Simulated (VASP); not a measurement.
The system is Sb.

```xyz
2
Lattice="3.1224 0.0000 0.0000 0.0000 4.3475 0.0000 -0.0389 0.0000 4.4059" Properties=species:S:1:pos:R:3 pbc="T T T"
Sb    0.0262    1.0869    1.0625
Sb    3.0573    3.2606    3.3433
```

Base run:

* Program: VASP 6.6.1
* Functional: r2SCAN
* Potentials or basis: VASP PAW PBE potentials, release 64 (Sb)
* Cutoff: 520 eV
* k mesh: 9 × 6 × 6
* Occupations: fermi-dirac, width 0.05 eV
* Spin: no spin polarisation

Its results: band gap on the k mesh zero (band 5 reaches 12.43 eV, above the bottom of band 6 at 3.58 eV); pressure -0.8 GPa; largest force 0.048 eV/Å.

Task: The run is repeated on the same cell with these changes: functional from r2SCAN to LDA; potentials or basis from VASP PAW PBE potentials, release 64 (Sb) to VASP PAW LDA potentials, release 64 (Sb). What comes out?

Result: Band gap on the k mesh zero (band 5 reaches 12.01 eV, above the bottom of band 6 at 3.76 eV); pressure -3.2 GPa; largest force 0.043 eV/Å.

Caveats: spin-orbit coupling is left out, which moves the levels of the heavy elements; the PAW data sets were made with another functional, which shifts forces and pressure a little (some runs).
